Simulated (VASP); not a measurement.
# W in VASP: further runs

Runs on W. Level: PBE. Tasks: single point.

Program: VASP 6.6.1. These are calculated values, not measurements. Logs are shortened: lines on timing, memory, paths and dates and some standing lists are left out, and cuts for length are marked.

### 1 The cell of the first run

The cell holds a slab with vacuum, 5 atoms: a = 4.502 Å, b = 4.502 Å, c = 19.676 Å, α = 90.00°, β = 90.00°, γ = 120.00°.

### 2 Single point, PBE

Input file INCAR:

```
SYSTEM = W
ALGO = Normal
DIPOL = 0.5 0.5 0.500
EDIFF = 1E-6
ENCUT = 520
GGA = PE
IDIPOL = 3
ISIF = 2
ISMEAR = -1
LASPH = .True.
LCHARG = .False.
LDIPOL = .True.
LREAL = .False.
LWAVE = .False.
NBANDS = 43
NELM = 100
PREC = Accurate
SIGMA = 0.08
```

Input file KPOINTS:

```
k-points
0
Gamma
  9 9 1
  0 0 0
```

Input file POSCAR:

```
W
1.0
    4.5020337152      0.0000000000      0.0000000000
   -2.2510168576      3.8988755660      0.0000000000
    0.0000000000      0.0000000000     19.6759000000
W
5
Direct
    0.8333333333      0.1666666667      0.4198109027
    0.1666666667      0.8333333333      0.4561351372
    0.5000000000      0.5000000000      0.4999999947
    0.8333333333      0.1666666667      0.5438648734
    0.1666666667      0.8333333333      0.5801890921
```

Potentials or basis: VASP PAW PBE potentials, release 64 (W_sv).

Run with:

```
$ cat potpaw_PBE.64/W_sv/POTCAR > POTCAR
$ mpirun -np 1 vasp_std > vasp.out
```

OUTCAR:

```text
SYSTEM = W
   EDIFF = 1E-6
   ENCUT = 520
   GGA = PE
   ISIF = 2
   ISMEAR = -1
   LASPH = .True.
   LREAL = .False.
   NELM = 100
   PREC = Accurate

 ion  position               nearest neighbor table
   1  0.833  0.167  0.420-   4 2.44   2 2.70   2 2.70   2 2.70   3 3.04   3 3.04   3 3.04
   2  0.167  0.833  0.456-   5 2.44   1 2.70   1 2.70   1 2.70   3 2.74   3 2.74   3 2.74   4 3.12
                             4 3.12   4 3.12
   3  0.500  0.500  0.500-   2 2.74   2 2.74   2 2.74   4 2.74   4 2.74   4 2.74   1 3.04   1 3.04
                             1 3.04   5 3.04   5 3.04   5 3.04
   4  0.833  0.167  0.544-   1 2.44   5 2.70   5 2.70   5 2.70   3 2.74   3 2.74   3 2.74   2 3.12
                             2 3.12   2 3.12
   5  0.167  0.833  0.580-   2 2.44   4 2.70   4 2.70   4 2.70   3 3.04   3 3.04   3 3.04

  LATTYP: Found a hexagonal cell.
 ALAT       =     4.5020337152
 C/A-ratio  =     4.3704470568

  Lattice vectors:

 A1 = (   4.5020337152,   0.0000000000,   0.0000000000)
 A2 = (  -2.2510168576,   3.8988755660,   0.0000000000)
 A3 = (   0.0000000000,   0.0000000000,  19.6759000000)

Analysis of symmetry for initial positions (statically):
=====================================================================
 Subroutine PRICEL returns:
 Original cell was already a primitive cell.

 Routine SETGRP: Setting up the symmetry group for a
 hexagonal supercell.

 Subroutine GETGRP returns: Found 12 space group operations
 (whereof  4 operations were pure point group operations)
 out of a pool of 24 trial point group operations.

The static configuration has the point symmetry C_2h.
 The point group associated with its full space group is D_3d.

Analysis of symmetry for dynamics (positions and initial velocities):
=====================================================================
 Subroutine PRICEL returns:
 Original cell was already a primitive cell.

 Routine SETGRP: Setting up the symmetry group for a
 hexagonal supercell.

 Subroutine GETGRP returns: Found 12 space group operations
 (whereof  4 operations were pure point group operations)
 out of a pool of 24 trial point group operations.

The dynamic configuration has the point symmetry C_2h.
 The point group associated with its full space group is D_3d.

 Subroutine INISYM returns: Found 12 space group operations
 (whereof  4 operations are pure point group operations),
 and found     1 'primitive' translations

----------------------------------------------------------------------------------------

                                     Primitive cell

  volume of cell :     345.3685

  direct lattice vectors                    reciprocal lattice vectors
     4.502033715  0.000000000  0.000000000     0.222121837  0.128242103  0.000000000
    -2.251016858  3.898875566  0.000000000     0.000000000  0.256484205  0.000000000
     0.000000000  0.000000000 19.675900000     0.000000000  0.000000000  0.050823596

  length of vectors
     4.502033715  4.502033715 19.675900000     0.256484205  0.256484205  0.050823596

  position of ions in fractional coordinates (direct lattice)
     0.833333333  0.166666667  0.419810903
     0.166666667  0.833333333  0.456135137
     0.500000000  0.500000000  0.499999995
     0.833333333  0.166666667  0.543864873
     0.166666667  0.833333333  0.580189092

  ion indices of the primitive-cell ions
   primitive index   ion index
                 1           1
                 2           2
                 3           3
                 4           4
                 5           5

----------------------------------------------------------------------------------------

 KPOINTS: k-points

Automatic generation of k-mesh.
 Grid dimensions read from file:
 generate k-points for:    9    9    1

 Generating k-lattice:

  Cartesian coordinates                     Fractional coordinates (reciprocal lattice)
     0.024680204  0.014249123  0.000000000     0.111111111 -0.000000000  0.000000000
     0.000000000  0.028498245  0.000000000     0.000000000  0.111111111  0.000000000
     0.000000000  0.000000000  0.050823596     0.000000000  0.000000000  1.000000000

  Length of vectors
     0.028498245  0.028498245  0.050823596

  Shift w.r.t. Gamma in fractional coordinates (k-lattice)
     0.000000000  0.000000000  0.000000000

 Subroutine IBZKPT returns following result:
 ===========================================

 Found     12 irreducible k-points:

 Following reciprocal coordinates:
            Coordinates               Weight
  0.000000  0.000000  0.000000      1.000000
  0.111111  0.000000  0.000000      6.000000
  0.222222 -0.000000  0.000000      6.000000
  0.333333 -0.000000  0.000000      6.000000
  0.444444 -0.000000  0.000000      6.000000
  0.111111  0.111111  0.000000      6.000000
  0.222222  0.111111  0.000000     12.000000
  0.333333  0.111111  0.000000     12.000000
  0.444444  0.111111  0.000000      6.000000
  0.222222  0.222222  0.000000      6.000000
  0.333333  0.222222  0.000000     12.000000
  0.333333  0.333333  0.000000      2.000000
   k-points           NKPTS =     12   k-points in BZ     NKDIM =     12   number of bands    NBANDS=     43
   number of dos      NEDOS =    301   number of ions     NIONS =      5
   total plane-waves  NPLWV = 194400
   dimension x,y,z NGX =    36 NGY =   36 NGZ =  150
   dimension x,y,z NGXF=    72 NGYF=   72 NGZF=  300
   ions per type =               5
   NGX,Y,Z   is equivalent  to a cutoff of  13.29, 13.29, 12.67 a.u.
   NGXF,Y,Z  is equivalent  to a cutoff of  26.59, 26.59, 25.35 a.u.
 SYSTEM =  W
   PREC   = accura    normal or accurate (medium, high low for compatibility)
   ISTART =      0    job   : 0-new  1-cont  2-samecut
   ICHARG =      2    charge: 1-file 2-atom 10-const
   ISPIN  =      1    spin polarized calculation?
   LNONCOLLINEAR =      F non collinear calculations
   LSORBIT =      F    spin-orbit coupling
   LASPH  =      T    aspherical Exc in radial PAW
   ENCUT  =  520.0 eV  38.22 Ry    6.18 a.u.   8.37  8.37 36.58*2*pi/ulx,y,z
   NELM   =    100;   NELMIN=  2; NELMDL= -5     # of ELM steps
   EDIFF  = 0.1E-05   stopping-criterion for ELM
   LREAL  =      F    real-space projection
   EDIFFG = 0.1E-04   stopping-criterion for IOM
   NSW    =      0    number of steps for IOM
   IBRION =     -1    ionic relax: 0-MD 1-quasi-New 2-CG
   NFREE  =      0    steps in history (QN), initial steepest desc. (CG)
   ISIF   =      2    stress and relaxation
   ISYM   =      2    0-nonsym 1-usesym 2-fastsym
   POTIM  = 0.5000    time-step for ionic-motion
   TEBEG  =    0.0;   TEEND  =   0.0 temperature during run
   PSTRESS=    0.0 pullay stress
   NELECT =      70.0000    total number of electrons
   NUPDOWN=      -1.0000    fix difference up-down
   EMIN   =  10.00;   EMAX   =-10.00  energy-range for DOS
   EFERMI =   0.00;   METHOD = LEGACY
   ISMEAR =    -1;   SIGMA  =   0.08  broadening in eV -4-tet -1-fermi 0-gaus
   EFERMI_NEDOS =   21; number of points for ismear=-14 and -15
   IALGO  =     38    algorithm
   IMIX   =      4    mixing-type and parameters
     AMIX     =   0.40;   BMIX     =  1.00
     AMIX_MAG =   1.60;   BMIX_MAG =  1.00
  volume/ion in A,a.u.               =      69.07       466.13
  Fermi-wavevector in a.u.,A,eV,Ry     =   0.961642  1.817239 12.582051  0.924755
  Thomas-Fermi vector in A             =   2.091031
   LORBIT       =      0    0 simple, 1 ext, 2 COOP (PROOUT), +10 PAW based schemes
   GGA     = PE    functional components
   LHFCALC =     F    Hartree Fock is set to
   AEXX    =    0.0000 exact exchange contribution
   IVDW    =     0    specifies the selected vdW correction
   LEPSILON=     F    determine dielectric tensor
   LRPA    =     F    only Hartree local field effects (RPA)
 non-spin polarized calculation
  energy-cutoff  :      520.00
  volume of cell :      345.37
 maximum number of plane-waves:      9379
 NGX is ok and might be reduce to    36
   NGX = 17   NGY = 17   NGZ = 73

 dipolmoment           0.000000      0.000000      0.000000 electrons x Angstroem

 number of electron      69.9999997 magnetization

 dipolmoment           0.000000      0.000000     -0.000000 electrons x Angstroem

 Free energy of the ion-electron system (eV)
  ---------------------------------------------------
  ext. energy  EPLUGINS =         0.00000000
  ---------------------------------------------------
  free energy    TOTEN  =       -57.13619642 eV

  energy without entropy =      -57.06547365  energy(sigma->0) =      -57.10083503

 E-fermi :  -0.3396     XC(G=0):  -4.2675

 val. band max:       -0.4357792290   @ k =   0.2222   0.2222   0.0000
 cond. band min:      -0.3328001393   @ k =   0.3333   0.3333   0.0000
 fundamental gap:      0.1029790897
 Fermi energy:        -0.3395691275

 k-point     1 :       0.0000    0.0000    0.0000
  band No.  band energies     occupation
      1     -74.7450      2.00000
      2     -74.3370      2.00000
      3     -74.2905      2.00000
      4     -74.0845      2.00000
      5     -74.0464      2.00000
      6     -39.2615      2.00000
[... 35 lines left out ...]
     42       2.0957      0.00000
     43       2.0957      0.00000

 k-point     2 :       0.1111    0.0000    0.0000
  band No.  band energies     occupation
      1     -74.7441      2.00000
      2     -74.3353      2.00000
      3     -74.2907      2.00000
      4     -74.0848      2.00000
      5     -74.0485      2.00000
      6     -39.2833      2.00000
[... 35 lines left out ...]
     42       2.0914      0.00000
     43       2.1756      0.00000

 k-point     3 :       0.2222   -0.0000    0.0000
  band No.  band energies     occupation
      1     -74.7421      2.00000
      2     -74.3305      2.00000
      3     -74.2915      2.00000
      4     -74.0853      2.00000
      5     -74.0544      2.00000
      6     -39.3332      2.00000
[... 367 lines left out ...]
      6     -39.3952      2.00000
[... 35 lines left out ...]
     42       1.4908      0.00000
     43       2.0288      0.00000

 k-point    12 :       0.3333    0.3333    0.0000
  band No.  band energies     occupation
      1     -74.7374      2.00000
      2     -74.3058      2.00000
      3     -74.3058      2.00000
      4     -74.0777      2.00000
      5     -74.0777      2.00000
      6     -39.3836      2.00000
[... 35 lines left out ...]
     42       1.8606      0.00000
     43       1.8615      0.00000

------------------------ aborting loop because EDIFF is reached ----------------------------------------

 vacuum level on the upper side and lower side of the slab       (xc-potential included)        -0.115        -0.115

  FORCE on cell =-STRESS in cart. coord.  units (eV):
  Direction    XX          YY          ZZ          XY          YZ          ZX
  --------------------------------------------------------------------------------------
  -------------------------------------------------------------------------------------
  Total       -2.3672602     -2.3672602      0.4087310      0.0000000     -0.0000000      0.0000000
  in kB      -10.9818082    -10.9818082      1.8961185      0.0000000     -0.0000000      0.0000000
  external PRESSURE =      -6.6891660 kB  Pullay stress =       0.0000000 kB

 VOLUME and BASIS-vectors are now :
 -----------------------------------------------------------------------------
  energy-cutoff  :      520.00
  volume of cell :      345.37
      direct lattice vectors                 reciprocal lattice vectors
     4.502033715  0.000000000  0.000000000     0.222121837  0.128242103  0.000000000
    -2.251016858  3.898875566  0.000000000     0.000000000  0.256484205  0.000000000
     0.000000000  0.000000000 19.675900000     0.000000000  0.000000000  0.050823596

 POSITION                                       TOTAL-FORCE (eV/Angst)
 -----------------------------------------------------------------------------------
      3.37653      0.64981      8.26016        -0.000000      0.000000     -0.102240
     -1.12551      3.24906      8.97487        -0.000000     -0.000000     -0.078903
      1.12551      1.94944      9.83795         0.000000      0.000000     -0.000000
      3.37653      0.64981     10.70103         0.000000     -0.000000      0.078903
     -1.12551      3.24906     11.41574         0.000000     -0.000000      0.102240
 -----------------------------------------------------------------------------------
    total drift:                               -0.000001      0.000001     -0.000003

  FREE ENERGIE OF THE ION-ELECTRON SYSTEM (eV)
  ---------------------------------------------------
  free  energy   TOTEN  =       -57.1361964151 eV

  energy  without entropy=      -57.0654736453  energy(sigma->0) =      -57.10083503

 vacuum level on the upper side and lower side of the slab         3.484         3.484
```

Wall time 4.1 min (1 thread of Intel Xeon 6975P-C (Granite Rapids), shared host); peak memory 0.49 GiB.

What came out:

```yaml
Free_energy: -57.1362 eV
Largest_force: 0.102 eV/Å
```

Forces on the atoms (eV/Å):
```
W    0.000  0.000 -0.102
W    0.000  0.000 -0.079
W    0.000  0.000  0.000
W    0.000  0.000  0.079
W    0.000  0.000  0.102
```

Caveat: spin-orbit coupling is left out, which moves the levels of the heavy elements.

### 3 Single point, PBE

Input file INCAR:

```
  PREC = Accurate
  ENCUT = 520
  EDIFF = 1E-6
  ISMEAR = -1
  SIGMA = 0.08
  LREAL = F
  LASPH = T
  NELM = 100
  ALGO = Normal
  ISIF = 2
  LWAVE = F
  LCHARG = F
  LDIPOL = T
  IDIPOL = 3
  DIPOL = 0.5 0.5 0.500
  GGA = PE
  NBANDS = 43
```

Input file KPOINTS:

```
regular mesh
0
Gamma
  9 9 1
```

Input file POSCAR:

```
W
1.0
    4.5020337152      0.0000000000      0.0000000000
   -2.2510168576      3.8988755660      0.0000000000
    0.0000000000      0.0000000000     19.6759000000
W
5
Direct
    0.8333333333      0.1666666667      0.4197461974
    0.1666666667      0.8333333333      0.4561219741
    0.5000000000      0.5000000000      0.4999999980
    0.8333333333      0.1666666667      0.5438780264
    0.1666666667      0.8333333333      0.5802538042
```

Potentials or basis: VASP PAW PBE potentials, release 64 (W_sv).

Run with:

```
$ cat potpaw_PBE.64/W_sv/POTCAR > POTCAR
$ mpirun -np 1 vasp_std > vasp.out
```

It took 3.8 min on 1 thread of Intel Xeon 6975P-C (Granite Rapids), shared host; peak memory 0.48 GiB.

Results (log left out):

```
Free energy   : -57.1365 eV
Largest force : 0.075 eV/Å
```

Forces in eV/Å, atoms in the order of the input:
```
W    0.000  0.000 -0.075
W    0.000  0.000 -0.064
W    0.000  0.000  0.000
W    0.000  0.000  0.064
W    0.000  0.000  0.075
```

Levels at points of the mesh, in eV from the Fermi level:
| k point | band 33 | band 34 | band 35 | band 36 | band 37 | band 38 |
| --- | --- | --- | --- | --- | --- | --- |
| (0.00, 0.00, 0.00) | -1.52 | -1.02 | -1.02 | 0.16 | 1.20 | 1.20 |

Caveat: spin-orbit coupling is left out, which moves the levels of the heavy elements.

### 4 Single point, PBE

Input file INCAR:

```
PREC     = Accurate       # precision mode
ENCUT    = 520            # plane-wave cutoff, eV
EDIFF    = 1E-7           # SCF threshold, eV
ISMEAR   = -1             # smearing method
SIGMA    = 0.08           # smearing width, eV
LREAL    = F              # projectors in reciprocal space
LASPH    = T              # aspherical terms in the spheres
NELM     = 60             # most SCF steps
ALGO     = Normal         # electronic algorithm
ISIF     = 2              # what is computed and relaxed
LWAVE    = F              # write WAVECAR
LCHARG   = F              # write CHGCAR
LDIPOL   = T            
IDIPOL   = 3            
DIPOL    = 0.5 0.5 0.500
GGA      = PE             # functional
NBANDS   = 43             # bands
```

Input file KPOINTS:

```
Automatic mesh
0
Gamma
  9 9 1
```

Input file POSCAR:

```
W
1.0
    4.5020337152      0.0000000000      0.0000000000
   -2.2510168576      3.8988755660      0.0000000000
    0.0000000000      0.0000000000     19.6759000000
W
5
Direct
    0.8333333333      0.1666666667      0.4198109027
    0.1666666667      0.8333333333      0.4561351372
    0.5000000000      0.5000000000      0.4999999946
    0.8333333333      0.1666666667      0.5438648734
    0.1666666667      0.8333333333      0.5801890921
```

Run with:

```
$ cat potpaw_PBE.64/W_sv/POTCAR > POTCAR
$ mpirun -np 1 vasp_std > vasp.out
```

Wall time 3.2 min (1 thread of Intel Xeon 6975P-C (Granite Rapids), shared host); peak memory 0.49 GiB.

It converged, with:

```yaml
Free_energy: -57.1362 eV
Largest_force: 0.102 eV/Å
```

Forces in eV/Å, atoms in the order of the input:
```
W    0.000  0.000 -0.102
W    0.000  0.000 -0.079
W    0.000  0.000  0.000
W    0.000  0.000  0.079
W    0.000  0.000  0.102
```

Levels at points of the mesh, in eV from the Fermi level:
```csv
k point,band 32,band 33,band 34,band 35,band 36,band 37,band 38,band 39
"(0.00, 0.00, 0.00)",-1.52,-1.52,-1.02,-1.02,0.16,1.20,1.20,1.53
```

Caveat: spin-orbit coupling is left out, which moves the levels of the heavy elements.
